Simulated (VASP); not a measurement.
Wanted: the native input for a VASP 6.6.1 run.

```
Task                   : single point
Functional             : PBE
Potentials or basis    : VASP PAW PBE potentials, release 64 (Mo_sv)
Cutoff                 : 520 eV
k mesh                 : 15 × 15 × 8
Occupations            : fermi-dirac, width 0.08 eV
Spin                   : no spin polarisation
Dipole correction      : no
Further INCAR settings : ALGO = Normal; EDIFF = 1e-06; NBANDS = 21
```

The structure of Mo lies in POSCAR:

```
Mo
1.0
    2.7580637371      0.0000000000      0.0000000000
   -1.3790318686      2.3885532616      0.0000000000
    0.0000000000      0.0000000000      4.8918777210
Mo
2
Direct
    0.3333333333      0.6666666667      0.2500000000
    0.6666666667      0.3333333333      0.7500000000
```

This isn't the form of Mo at room conditions, which is bcc.

These files were run (other wordings do the same):

INCAR

```
SYSTEM = Mo
PREC = Accurate ; ENCUT = 520
EDIFF = 1E-6 ; ISMEAR = -1
SIGMA = 0.08 ; LREAL = .FALSE.
LASPH = .TRUE. ; NELM = 100
ALGO = Normal ; ISIF = 2
LWAVE = .FALSE. ; LCHARG = .FALSE.
GGA = PE ; NBANDS = 21
```

KPOINTS

```
regular mesh
0
G
  15 15 8
  0 0 0
```

Potentials or basis: VASP PAW PBE potentials, release 64 (Mo_sv).

Command:

```sh
$ cat potpaw_PBE.64/Mo_sv/POTCAR > POTCAR
$ mpirun -np 1 vasp_std > vasp.out
```

It gave:

The pressure is 0.5 GPa. The band gap on the k mesh is zero (bands 14 and 15 overlap by 1.85 eV).

It took 25 s on 1 thread of Intel(R) Xeon(R) 6975P-C (Granite Rapids), with other jobs on the host, peak memory 0.2 GiB.
